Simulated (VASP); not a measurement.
# SiC4 (I4/mmm) in VASP: single point with PBE

Aim: the single point of SiC4 with PBE.

Program: VASP 6.6.1. These are calculated values, not measurements. Logs are shortened: lines on timing, memory, paths and dates and some standing lists are left out, and cuts for length are marked.

## (1) The cell of the first run

It takes space group I4/mmm (No. 139, tetragonal). The conventional cell has a = 6.711 Å, b = 6.711 Å, c = 2.492 Å, α = 90.00°, β = 90.00°, γ = 90.00°. Si (site symmetry 4/mmm) has 12 C at 2.43 to 2.66 Å and 2 Si at 2.49 Å within 3.2 Å. Within 1.8 Å of C (site symmetry m2m) lie 2 C at 1.38 Å.

## (2) Single point, PBE

Contents of INCAR:

```
PREC = Accurate
ENCUT = 520
EDIFF = 1E-6
ISMEAR = 0
SIGMA = 0.1
LREAL = False
LASPH = True
NELM = 100
ALGO = Normal
ISIF = 2
LWAVE = False
LCHARG = True
GGA = PE
LELF = True
LVHAR = True
NBANDS = 18
```

Contents of KPOINTS:

```
Automatic mesh
0
Gamma
  6 6 6
```

Contents of POSCAR:

```
SiC4
1.0
   -3.3553450656      3.3553450656      1.2458118520
    3.3553450656     -3.3553450656      1.2458118520
    3.3553450656      3.3553450656     -1.2458118520
Si C
1 4
Direct
    0.0000000000      0.0000000000      0.0000000000
    0.7193331404      0.7193487847      0.4386819252
    0.7193487847      0.2806668596      0.0000156443
    0.2806512153      0.7193331404      0.9999843557
    0.2806668596      0.2806512153      0.5613180748
```

Potentials or basis: VASP PAW PBE potentials, release 64 (Si, C).

Started as:

```sh
$ cat potpaw_PBE.64/Si/POTCAR potpaw_PBE.64/C/POTCAR > POTCAR
$ mpirun -np 1 vasp_std > vasp.out
```

OUTCAR:

```text
PREC = Accurate
   ENCUT = 520
   EDIFF = 1E-6
   ISMEAR = 0
   LREAL = False
   LASPH = True
   NELM = 100
   ISIF = 2
   GGA = PE

 ion  position               nearest neighbor table
   1  0.000  0.000  0.000-   4 2.43   3 2.43   3 2.43   4 2.43   2 2.43   5 2.43   5 2.43   2 2.43

   2  0.719  0.719  0.439-   5 1.38   5 1.38   1 2.43   1 2.43
   3  0.719  0.281  0.000-   4 1.38   4 1.38   1 2.43   1 2.43
   4  0.281  0.719  1.000-   3 1.38   3 1.38   1 2.43   1 2.43
   5  0.281  0.281  0.561-   2 1.38   2 1.38   1 2.43   1 2.43

  LATTYP: Found a body centered tetragonal cell.
 ALAT       =     6.7106901312
 C/A-ratio  =     0.3712917234

  Lattice vectors:

 A1 = (  -3.3553450656,   3.3553450656,   1.2458118520)
 A2 = (   3.3553450656,  -3.3553450656,   1.2458118520)
 A3 = (   3.3553450656,   3.3553450656,  -1.2458118520)

Analysis of symmetry for initial positions (statically):
=====================================================================
 Subroutine PRICEL returns:
 Original cell was already a primitive cell.

 Routine SETGRP: Setting up the symmetry group for a
 body centered tetragonal supercell.

 Subroutine GETGRP returns: Found  8 space group operations
 (whereof  8 operations were pure point group operations)
 out of a pool of 16 trial point group operations.

The static configuration has the point symmetry C_4h.

Analysis of symmetry for dynamics (positions and initial velocities):
=====================================================================
 Subroutine PRICEL returns:
 Original cell was already a primitive cell.

 Routine SETGRP: Setting up the symmetry group for a
 body centered tetragonal supercell.

 Subroutine GETGRP returns: Found  8 space group operations
 (whereof  8 operations were pure point group operations)
 out of a pool of 16 trial point group operations.

The dynamic configuration has the point symmetry C_4h.

 Subroutine INISYM returns: Found  8 space group operations
 (whereof  8 operations are pure point group operations),
 and found     1 'primitive' translations

----------------------------------------------------------------------------------------

                                     Primitive cell

  volume of cell :      56.1031

  direct lattice vectors                    reciprocal lattice vectors
    -3.355345066  3.355345066  1.245811852     0.000000000  0.149015970  0.401344713
     3.355345066 -3.355345066  1.245811852     0.149015970  0.000000000  0.401344713
[... 89 lines left out ...]
   ENCUT  =  520.0 eV  38.22 Ry    6.18 a.u.   9.12  9.12  9.12*2*pi/ulx,y,z
   NELM   =    100;   NELMIN=  2; NELMDL= -5     # of ELM steps
   EDIFF  = 0.1E-05   stopping-criterion for ELM
   LREAL  =      F    real-space projection
   EDIFFG = 0.1E-04   stopping-criterion for IOM
   NSW    =      0    number of steps for IOM
   IBRION =     -1    ionic relax: 0-MD 1-quasi-New 2-CG
   NFREE  =      0    steps in history (QN), initial steepest desc. (CG)
   ISIF   =      2    stress and relaxation
   ISYM   =      2    0-nonsym 1-usesym 2-fastsym
   POTIM  = 0.5000    time-step for ionic-motion
   TEBEG  =    0.0;   TEEND  =   0.0 temperature during run
   PSTRESS=    0.0 pullay stress
   NELECT =      20.0000    total number of electrons
   NUPDOWN=      -1.0000    fix difference up-down
   EMIN   =  10.00;   EMAX   =-10.00  energy-range for DOS
   EFERMI =   0.00;   METHOD = LEGACY
   ISMEAR =     0;   SIGMA  =   0.10  broadening in eV -4-tet -1-fermi 0-gaus
   EFERMI_NEDOS =   21; number of points for ismear=-14 and -15
   IALGO  =     38    algorithm
   IMIX   =      4    mixing-type and parameters
     AMIX     =   0.40;   BMIX     =  1.00
     AMIX_MAG =   1.60;   BMIX_MAG =  1.00
  volume/ion in A,a.u.               =      11.22        75.72
  Fermi-wavevector in a.u.,A,eV,Ry     =   1.160796  2.193586 18.333133  1.347447
  Thomas-Fermi vector in A             =   2.297375
   LORBIT       =      0    0 simple, 1 ext, 2 COOP (PROOUT), +10 PAW based schemes
   GGA     = PE    functional components
   LHFCALC =     F    Hartree Fock is set to
   AEXX    =    0.0000 exact exchange contribution
   IVDW    =     0    specifies the selected vdW correction
   LEPSILON=     F    determine dielectric tensor
   LRPA    =     F    only Hartree local field effects (RPA)
 non-spin polarized calculation
 Gauss-broadening in eV      SIGMA  =   0.10
  energy-cutoff  :      520.00
  volume of cell :       56.10
 maximum number of plane-waves:      1556
   NGX = 19   NGY = 19   NGZ = 19

 number of electron      20.0000000 magnetization

 Free energy of the ion-electron system (eV)
  ---------------------------------------------------
  ext. energy  EPLUGINS =         0.00000000
  ---------------------------------------------------
  free energy    TOTEN  =       -35.99311088 eV

  energy without entropy =      -35.98637944  energy(sigma->0) =      -35.98974516

 E-fermi :   4.9246     XC(G=0): -10.0028

 val. band max:        4.8838965321   @ k =  -0.1667  -0.3333   0.0000
 cond. band min:       5.0148256174   @ k =  -0.1667  -0.3333   0.1667
 fundamental gap:      0.1309290853
 Fermi energy:         4.9245764238

 k-point     1 :       0.0000    0.0000    0.0000
  band No.  band energies     occupation
      1     -12.8737      2.00000
      2     -11.7089      2.00000
      3      -3.6451      2.00000
      4      -3.5750      2.00000
      5      -3.5750      2.00000
      6      -1.2286      2.00000
[... 481 lines left out ...]
      5      -2.8009      2.00000
      6      -1.6345      2.00000
[... 10 lines left out ...]
     17      12.5768      0.00000
     18      15.0155      0.00000

 [... further k-points ...]
[... 5 lines left out ...]
  --------------------------------------------------------------------------------------
  -------------------------------------------------------------------------------------
  Total        0.0503579      0.0503579      0.2144539      0.0000000      0.0000000      0.0000000
  in kB        1.4381081      1.4381081      6.1243174      0.0000000      0.0000000      0.0000000
  external PRESSURE =       3.0001779 kB  Pullay stress =       0.0000000 kB

 VOLUME and BASIS-vectors are now :
 -----------------------------------------------------------------------------
  energy-cutoff  :      520.00
  volume of cell :       56.10
      direct lattice vectors                 reciprocal lattice vectors
    -3.355345066  3.355345066  1.245811852     0.000000000  0.149015970  0.401344713
     3.355345066 -3.355345066  1.245811852     0.149015970  0.000000000  0.401344713
     3.355345066  3.355345066 -1.245811852     0.149015970  0.149015970  0.000000000

 POSITION                                       TOTAL-FORCE (eV/Angst)
 -----------------------------------------------------------------------------------
      0.00000      0.00000      0.00000         0.000000      0.000000     -0.000000
      1.47198      1.47188      1.24581        -0.007589     -0.006361     -0.000000
     -1.47188      1.47198      1.24581         0.006361     -0.007589     -0.000000
      4.82722      1.88336      0.00000        -0.006361      0.007589      0.000000
      1.88336      1.88347      0.00000         0.007589      0.006361      0.000000
 -----------------------------------------------------------------------------------
    total drift:                                0.000000      0.000000     -0.000000

  FREE ENERGIE OF THE ION-ELECTRON SYSTEM (eV)
  ---------------------------------------------------
  free  energy   TOTEN  =       -35.9931108827 eV

  energy  without entropy=      -35.9863794387  energy(sigma->0) =      -35.98974516
```

It took 24 s on 1 thread of Intel Xeon Platinum 8559C (Emerald Rapids), shared host; peak memory 0.2 GiB.

Results:

| Quantity | Value |
| --- | --- |
| Free energy | -35.9931 eV |
| Pressure | 0.3 GPa |
| Largest force | 0.010 eV/Å |
| Band gap on the k mesh | zero (band 10 reaches 7.95 eV, above the bottom of band 11 at 4.28 eV) |

Forces on the atoms (eV/Å):
```
Si   0.000  0.000  0.000
C   -0.008 -0.006  0.000
C    0.006 -0.008  0.000
C   -0.006  0.008  0.000
C    0.008  0.006  0.000
```

Caveat: the k points lie up to 0.45 Å⁻¹ apart.
